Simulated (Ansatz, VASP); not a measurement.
**Hf3B: VASP beside Ansatz**

```
CELL_PARAMETERS angstrom
4.66170 0.00000 0.00000
0.00000 4.66170 0.00000
0.00000 0.00000 3.90536
ATOMIC_POSITIONS crystal
Hf 0.50000 0.00000 0.00000
Hf 0.00000 0.50000 0.00000
Hf 0.50000 0.50000 0.50000
B 0.00000 0.00000 0.00000
```

Alike in both runs: functional PBE; k mesh 10 × 10 × 12; occupations gaussian, width 0.1 eV; no spin polarisation.

Ansatz relaxed the structure, and its values are those at the end. VASP's run is a single point on that final structure, the one shown.

|  | VASP | Ansatz |
| --- | --- | --- |
| version | VASP 6.6.1 | Ansatz 0.2.0 |
| potentials or method | VASP PAW PBE potentials, release 64 (Hf_pv, B), cutoff 520 eV | scalar-relativistic, plane waves, PAW |
| valence electrons in the cell | 33 | 81 |

VASP gave:

```
gap on the k mesh at the Fermi level (eV) : none
pressure (GPa)                            : -0.1
```

Which values does Ansatz return?

gap on the k mesh at the Fermi level (eV): none; pressure (GPa): 0.0.

A gap of «none» marks a metal or a gap that the smearing closes. The functional is the same, so the differences come from potentials, cutoffs and numerics. VASP's potentials hold 33 valence electrons a cell and Ansatz's 81, so a difference there can come from the potentials and not from the codes.

Spin-orbit coupling is off throughout.
